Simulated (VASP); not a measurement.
Runs of VASP 6.6.1 on Ni. The structure is that of space group P6_3/mmc (No. 194), or close to it. The cells are those of the table. This isn't the form of Ni at room conditions, which is fcc.

| task | cell | cutoff (eV) | smearing | gap on the mesh (eV) | pressure (GPa) | relaxed volume (Å³/atom) |
| --- | --- | --- | --- | --- | --- | --- |
| relaxation of cell and atoms | relaxed from a = 2.495, b = 2.495, c = 4.042 Å, angles 90.0, 90.0, 120.0°, 2 atoms | 600 | fermi-dirac 0.005 eV | none | 0.0 | (a) |
| single point | a = 2.477, b = 2.477, c = 4.090 Å, angles 90.0, 90.0, 120.0°, 2 atoms | 520 | fermi-dirac 0.05 eV | none | 0.0 | - |
| relaxation of cell and atoms | relaxed from a = 2.495, b = 2.495, c = 4.042 Å, angles 90.0, 90.0, 120.0°, 2 atoms | 600 | fermi-dirac 0.05 eV | none | 0.0 | 10.86 |
| single point | a = 2.473, b = 2.473, c = 4.099 Å, angles 90.0, 90.0, 120.0°, 2 atoms | 520 | fermi-dirac 0.005 eV | none | 0.0 | - |

Alike in all rows: level PBE; potentials or basis VASP PAW PBE potentials, release 64 (Ni); no spin polarisation; k mesh 17 × 17 × 10.

Problem. Estimate the missing entries.

Solution. (a) 10.85.

Caveats: the run has no spin polarisation, though such a crystal can be magnetic.

A gap of «none» marks levels without a gap at the run's occupations.
